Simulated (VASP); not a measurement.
AlCo3:

```xyz
4
Lattice="3.5761 0.0000 0.0000 0.0000 3.5761 0.0000 0.0000 0.0000 3.5761" Properties=species:S:1:pos:R:3 pbc="T T T"
Al    0.0000    0.0000    0.0000
Co    1.7880    1.7880    0.0000
Co    1.7880    0.0000    1.7880
Co    0.0000    1.7880    1.7880
```

```yaml
Program: VASP 6.6.1
Task: relaxation of cell and atoms
Functional: PBEsol
Potentials_or_basis: VASP PAW PBE potentials, release 64 (Al, Co)
Cutoff: 600 eV
k_mesh: 12 × 12 × 12
Occupations: gaussian, width 0.1 eV
Spin: collinear spin, ferromagnetic start
Starting_moments: "[0.0, 1.49, 1.49, 1.49] μB"
```

At the start: pressure -8.0 GPa; volume 11.43 Å³/atom.

Where does the relaxation end?

Over 5 steps the energy falls by 11.8 meV/atom and the volume is 10.97 Å³/atom (-4.0 %); space group Pm-3m (No. 221, to 0.1 Å) before and after; moment 3.78 μB per cell.

The path:
```tsv
step	energy change (eV)	largest force (eV/Å)	pressure (GPa)	volume (Å³)
1	0.0000	0.0000	-8.00	45.73
2	0.0035	0.0000	8.93	42.05
3	-0.0473	0.0000	-0.25	43.91
4	-0.0473	0.0000	0.08	43.85
5	-0.0473	0.0000	-0.05	43.88
```

Final structure:
```xyz
4
Lattice="3.5272 0.0000 0.0000 0.0000 3.5272 0.0000 0.0000 0.0000 3.5272" Properties=species:S:1:pos:R:3 pbc="T T T"
Al    0.0000    0.0000    0.0000
Co    1.7636    1.7636    0.0000
Co    1.7636    0.0000    1.7636
Co    3.5272    1.7636    1.7636
```

Caveat: the PAW data sets were made with another functional, which shifts forces and pressure a little.
